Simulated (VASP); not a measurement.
# Hg (Fd-3m) in VASP: further runs

Hg is run at these levels: LDA; tasks: single point.

All numbers are computed with VASP 6.6.1; they aren't measurements. Logs are shortened: lines on timing, memory, paths and dates and some standing lists are left out, and cuts for length are marked.

**1. The cell of the first run**

The structure is cubic, space group Fd-3m (No. 227). The conventional cell has a = 6.046 Å, b = 6.046 Å, c = 6.046 Å, α = 90.00°, β = 90.00°, γ = 90.00°. Within 3.5 Å of Hg (site symmetry -43m) lie 4 Hg at 2.62 Å.

**2. Single point, LDA**

The input, INCAR:

```
SYSTEM = Hg
ALGO = Normal
EDIFF = 1E-6
ENCUT = 520
ISIF = 2
ISMEAR = -1
LASPH = .True.
LCHARG = .False.
LREAL = .False.
LWAVE = .False.
NBANDS = 19
NELM = 100
PREC = Accurate
SIGMA = 0.1
```

The input, KPOINTS:

```
k-points
0
Gamma
  11 11 11
  0 0 0
```

The input, POSCAR:

```
Hg
1.0
    0.0000000000      3.0229998302      3.0229998302
    3.0229998302      0.0000000000      3.0229998302
    3.0229998302      3.0229998302      0.0000000000
Hg
2
Direct
   -0.1250000000     -0.1250000000     -0.1250000000
    0.1250000000      0.1250000000      0.1250000000
```

Potentials or basis: VASP PAW LDA potentials, release 64 (Hg).

The run is started by

```
> cat potpaw_LDA.64/Hg/POTCAR > POTCAR
> mpirun -np 1 vasp_std > vasp.out
```

OUTCAR:

```text
SYSTEM = Hg
   EDIFF = 1E-6
   ENCUT = 520
   ISIF = 2
   ISMEAR = -1
   LASPH = .True.
   LREAL = .False.
   NELM = 100
   PREC = Accurate

 ion  position               nearest neighbor table
   1  0.875  0.875  0.875-   2 2.62   2 2.62   2 2.62   2 2.62
   2  0.125  0.125  0.125-   1 2.62   1 2.62   1 2.62   1 2.62

  LATTYP: Found a face centered cubic cell.
 ALAT       =     6.0459996604

  Lattice vectors:

 A1 = (   0.0000000000,   3.0229998302,   3.0229998302)
 A2 = (   3.0229998302,   0.0000000000,   3.0229998302)
 A3 = (   3.0229998302,   3.0229998302,   0.0000000000)

Analysis of symmetry for initial positions (statically):
=====================================================================
 Subroutine PRICEL returns:
 Original cell was already a primitive cell.

 Routine SETGRP: Setting up the symmetry group for a
 face centered cubic supercell.

 Subroutine GETGRP returns: Found 48 space group operations
 (whereof 12 operations were pure point group operations)
 out of a pool of 48 trial point group operations.

The static configuration has the point symmetry D_3d.
 The point group associated with its full space group is O_h .

Analysis of symmetry for dynamics (positions and initial velocities):
=====================================================================
 Subroutine PRICEL returns:
 Original cell was already a primitive cell.

 Routine SETGRP: Setting up the symmetry group for a
 face centered cubic supercell.

 Subroutine GETGRP returns: Found 48 space group operations
 (whereof 12 operations were pure point group operations)
 out of a pool of 48 trial point group operations.

The dynamic configuration has the point symmetry D_3d.
 The point group associated with its full space group is O_h .

 Subroutine INISYM returns: Found 48 space group operations
 (whereof 12 operations are pure point group operations),
 and found     1 'primitive' translations

----------------------------------------------------------------------------------------

                                     Primitive cell

  volume of cell :      55.2515

  direct lattice vectors                    reciprocal lattice vectors
     0.000000000  3.022999830  3.022999830    -0.165398620  0.165398620  0.165398620
     3.022999830  0.000000000  3.022999830     0.165398620 -0.165398620  0.165398620
     3.022999830  3.022999830  0.000000000     0.165398620  0.165398620 -0.165398620

  length of vectors
     4.275167359  4.275167359  4.275167359     0.286478813  0.286478813  0.286478813

  position of ions in fractional coordinates (direct lattice)
     0.875000000  0.875000000  0.875000000
     0.125000000  0.125000000  0.125000000

  ion indices of the primitive-cell ions
   primitive index   ion index
                 1           1
                 2           2

----------------------------------------------------------------------------------------

 KPOINTS: k-points

Automatic generation of k-mesh.
 Grid dimensions read from file:
 generate k-points for:   11   11   11

 Generating k-lattice:

  Cartesian coordinates                     Fractional coordinates (reciprocal lattice)
    -0.015036238  0.015036238  0.015036238     0.090909091  0.000000000  0.000000000
     0.015036238 -0.015036238  0.015036238     0.000000000  0.090909091  0.000000000
     0.015036238  0.015036238 -0.015036238     0.000000000  0.000000000  0.090909091

  Length of vectors
     0.026043528  0.026043528  0.026043528

  Shift w.r.t. Gamma in fractional coordinates (k-lattice)
     0.000000000  0.000000000  0.000000000

 Subroutine IBZKPT returns following result:
 ===========================================

 Found     56 irreducible k-points:

 Following reciprocal coordinates:
            Coordinates               Weight
  0.000000  0.000000  0.000000      1.000000
  0.090909  0.000000  0.000000      8.000000
  0.181818  0.000000  0.000000      8.000000
  0.272727  0.000000  0.000000      8.000000
  0.363636  0.000000  0.000000      8.000000
  0.454545  0.000000  0.000000      8.000000
[... 16 lines left out ...]
 -0.272727  0.181818  0.000000     24.000000
 -0.181818  0.181818  0.000000     12.000000
 [... further k-points ...]
   k-points           NKPTS =     56   k-points in BZ     NKDIM =     56   number of bands    NBANDS=     19
   number of dos      NEDOS =    301   number of ions     NIONS =      2
   total plane-waves  NPLWV =  32768
   dimension x,y,z NGX =    32 NGY =   32 NGZ =   32
   dimension x,y,z NGXF=    64 NGYF=   64 NGZF=   64
   ions per type =               2
   NGX,Y,Z   is equivalent  to a cutoff of  12.44, 12.44, 12.44 a.u.
   NGXF,Y,Z  is equivalent  to a cutoff of  24.89, 24.89, 24.89 a.u.
 SYSTEM =  Hg
   PREC   = accura    normal or accurate (medium, high low for compatibility)
   ISTART =      0    job   : 0-new  1-cont  2-samecut
   ICHARG =      2    charge: 1-file 2-atom 10-const
   ISPIN  =      1    spin polarized calculation?
   LNONCOLLINEAR =      F non collinear calculations
   LSORBIT =      F    spin-orbit coupling
   LASPH  =      T    aspherical Exc in radial PAW
   ENCUT  =  520.0 eV  38.22 Ry    6.18 a.u.   7.95  7.95  7.95*2*pi/ulx,y,z
   NELM   =    100;   NELMIN=  2; NELMDL= -5     # of ELM steps
   EDIFF  = 0.1E-05   stopping-criterion for ELM
   LREAL  =      F    real-space projection
   EDIFFG = 0.1E-04   stopping-criterion for IOM
   NSW    =      0    number of steps for IOM
   IBRION =     -1    ionic relax: 0-MD 1-quasi-New 2-CG
   NFREE  =      0    steps in history (QN), initial steepest desc. (CG)
   ISIF   =      2    stress and relaxation
   ISYM   =      2    0-nonsym 1-usesym 2-fastsym
   POTIM  = 0.5000    time-step for ionic-motion
   TEBEG  =    0.0;   TEEND  =   0.0 temperature during run
   PSTRESS=    0.0 pullay stress
   NELECT =      24.0000    total number of electrons
   NUPDOWN=      -1.0000    fix difference up-down
   EMIN   =  10.00;   EMAX   =-10.00  energy-range for DOS
   EFERMI =   0.00;   METHOD = LEGACY
   ISMEAR =    -1;   SIGMA  =   0.10  broadening in eV -4-tet -1-fermi 0-gaus
   EFERMI_NEDOS =   21; number of points for ismear=-14 and -15
   IALGO  =     38    algorithm
   IMIX   =      4    mixing-type and parameters
     AMIX     =   0.40;   BMIX     =  1.00
     AMIX_MAG =   1.60;   BMIX_MAG =  1.00
  volume/ion in A,a.u.               =      27.63       186.43
  Fermi-wavevector in a.u.,A,eV,Ry     =   1.239835  2.342948 20.914741  1.537190
  Thomas-Fermi vector in A             =   2.374301
   LORBIT       =      0    0 simple, 1 ext, 2 COOP (PROOUT), +10 PAW based schemes
   GGA     = CA    functional components
   LHFCALC =     F    Hartree Fock is set to
   AEXX    =    0.0000 exact exchange contribution
   IVDW    =     0    specifies the selected vdW correction
   LEPSILON=     F    determine dielectric tensor
   LRPA    =     F    only Hartree local field effects (RPA)
 non-spin polarized calculation
  energy-cutoff  :      520.00
  volume of cell :       55.25
 maximum number of plane-waves:      1505
   NGX = 15   NGY = 15   NGZ = 15

 number of electron      24.0000003 magnetization

 Free energy of the ion-electron system (eV)
  ---------------------------------------------------
  ext. energy  EPLUGINS =         0.00000000
  ---------------------------------------------------
  free energy    TOTEN  =        -1.05999618 eV

  energy without entropy =       -1.03089010  energy(sigma->0) =       -1.04544314

 E-fermi :   1.8454     XC(G=0): -10.0694

 val. band max:        1.8268022752   @ k =  -0.2727   0.2727   0.0000
 cond. band min:       1.8584048581   @ k =  -0.3636   0.4545   0.1818
 fundamental gap:      0.0316025829
 Fermi energy:         1.8454293087

 k-point     1 :       0.0000    0.0000    0.0000
  band No.  band energies     occupation
      1      -7.2986      2.00000
      2      -6.7404      2.00000
      3      -6.7404      2.00000
      4      -6.7404      2.00000
      5      -6.6633      2.00000
      6      -6.6633      2.00000
[... 11 lines left out ...]
     18       9.5278      0.00000
     19       9.5278      0.00000

 k-point     2 :       0.0909    0.0000    0.0000
  band No.  band energies     occupation
      1      -7.2149      2.00000
      2      -6.8183      2.00000
      3      -6.8183      2.00000
      4      -6.7437      2.00000
      5      -6.5619      2.00000
      6      -6.5619      2.00000
[... 11 lines left out ...]
     18      10.0235      0.00000
     19      11.2266      0.00000

 k-point     3 :       0.1818    0.0000    0.0000
  band No.  band energies     occupation
      1      -7.0000      2.00000
      2      -6.8841      2.00000
      3      -6.8841      2.00000
      4      -6.7484      2.00000
      5      -6.4408      2.00000
      6      -6.4408      2.00000
[... 11 lines left out ...]
     18      10.6291      0.00000
     19      11.0901      0.00000

 k-point     4 :       0.2727    0.0000    0.0000
  band No.  band energies     occupation
      1      -6.9051      2.00000
      2      -6.9051      2.00000
      3      -6.8108      2.00000
      4      -6.6981      2.00000
      5      -6.3684      2.00000
      6      -6.3684      2.00000
[... 11 lines left out ...]
     18      10.7683      0.00000
     19      11.9707      0.00000

 k-point     5 :       0.3636    0.0000    0.0000
  band No.  band energies     occupation
      1      -6.8899      2.00000
      2      -6.8899      2.00000
      3      -6.7917      2.00000
      4      -6.5669      2.00000
      5      -6.3610      2.00000
      6      -6.3610      2.00000
[... 11 lines left out ...]
     18      10.6499      0.00000
     19      13.6268      0.00000

 k-point     6 :       0.4545    0.0000    0.0000
  band No.  band energies     occupation
      1      -6.8653      2.00000
      2      -6.8653      2.00000
      3      -6.7907      2.00000
      4      -6.5168      2.00000
      5      -6.3835      2.00000
      6      -6.3835      2.00000
[... 11 lines left out ...]
     18      10.5489      0.00000
     19      15.1637      0.00000

 k-point     7 :       0.0909    0.0909    0.0000
  band No.  band energies     occupation
      1      -7.1861      2.00000
      2      -6.8860      2.00000
      3      -6.7509      2.00000
      4      -6.7509      2.00000
      5      -6.6166      2.00000
      6      -6.4816      2.00000
[... 11 lines left out ...]
     18      10.8192      0.00000
     19      10.9347      0.00000

 k-point     8 :       0.1818    0.0909    0.0000
  band No.  band energies     occupation
      1      -7.0118      2.00000
      2      -6.9534      2.00000
      3      -6.7970      2.00000
      4      -6.7606      2.00000
      5      -6.5198      2.00000
      6      -6.3602      2.00000
[... 256 lines left out ...]
 k-point    20 :       0.4545    0.1818    0.0000
  band No.  band energies     occupation
      1      -7.0621      2.00000
      2      -6.8639      2.00000
      3      -6.7848      2.00000
      4      -6.4644      2.00000
      5      -6.2161      2.00000
      6      -6.0994      2.00000
[... 11 lines left out ...]
     18      12.3275      0.00000
     19      13.2846      0.00000

 k-point    21 :      -0.4545    0.1818    0.0000
  band No.  band energies     occupation
      1      -7.0606      2.00000
      2      -6.9130      2.00000
      3      -6.7201      2.00000
      4      -6.4399      2.00000
      5      -6.2050      2.00000
      6      -6.1378      2.00000
[... 11 lines left out ...]
     18      12.6773      0.00000
     19      13.5851      0.00000

 k-point    22 :      -0.3636    0.1818    0.0000
  band No.  band energies     occupation
      1      -7.0327      2.00000
      2      -6.9685      2.00000
      3      -6.6624      2.00000
      4      -6.4459      2.00000
      5      -6.3224      2.00000
      6      -6.0664      2.00000
[... 11 lines left out ...]
     18      13.3017      0.00000
     19      13.6082      0.00000

 k-point    23 :      -0.2727    0.1818    0.0000
  band No.  band energies     occupation
      1      -7.0079      2.00000
      2      -6.9716      2.00000
      3      -6.6681      2.00000
      4      -6.5013      2.00000
      5      -6.3985      2.00000
      6      -6.0581      2.00000
[... 11 lines left out ...]
     18      11.7007      0.00000
     19      13.0193      0.00000

 k-point    24 :      -0.1818    0.1818    0.0000
  band No.  band energies     occupation
      1      -7.0108      2.00000
      2      -6.8931      2.00000
      3      -6.7293      2.00000
      4      -6.6431      2.00000
      5      -6.4309      2.00000
      6      -6.1527      2.00000
[... 11 lines left out ...]
     18      10.7722      0.00000
     19      12.4073      0.00000

 [... further k-points ...]

------------------------ aborting loop because EDIFF is reached ----------------------------------------

  FORCE on cell =-STRESS in cart. coord.  units (eV):
  Direction    XX          YY          ZZ          XY          YZ          ZX
  --------------------------------------------------------------------------------------
  -------------------------------------------------------------------------------------
  Total        3.7009517      3.7009517      3.7009517     -0.0000000      0.0000000     -0.0000000
  in kB      107.3197445    107.3197445    107.3197445     -0.0000000      0.0000000     -0.0000000
  external PRESSURE =     107.3197445 kB  Pullay stress =       0.0000000 kB

 VOLUME and BASIS-vectors are now :
 -----------------------------------------------------------------------------
  energy-cutoff  :      520.00
  volume of cell :       55.25
      direct lattice vectors                 reciprocal lattice vectors
     0.000000000  3.022999830  3.022999830    -0.165398620  0.165398620  0.165398620
     3.022999830  0.000000000  3.022999830     0.165398620 -0.165398620  0.165398620
     3.022999830  3.022999830  0.000000000     0.165398620  0.165398620 -0.165398620

 POSITION                                       TOTAL-FORCE (eV/Angst)
 -----------------------------------------------------------------------------------
      5.29025      5.29025      5.29025        -0.000000      0.000000      0.000000
      0.75575      0.75575      0.75575         0.000000     -0.000000     -0.000000
 -----------------------------------------------------------------------------------
    total drift:                                0.000000      0.000000     -0.000000

  FREE ENERGIE OF THE ION-ELECTRON SYSTEM (eV)
  ---------------------------------------------------
  free  energy   TOTEN  =        -1.0599961786 eV

  energy  without entropy=       -1.0308901016  energy(sigma->0) =       -1.04544314
```

It took 14 s on 1 thread of Intel Xeon 6975P-C (Granite Rapids), shared host; peak memory 0.18 GiB.

Results:

* Free energy: -1.0600 eV
* Pressure: 10.7 GPa
* Band gap on the k mesh: zero (bands 12 and 13 overlap by 6.17 eV)

Caveat: the cell stands under pressure; spin-orbit coupling is left out, which moves the levels of the heavy elements.

(Part 1 of 2 ends here.)
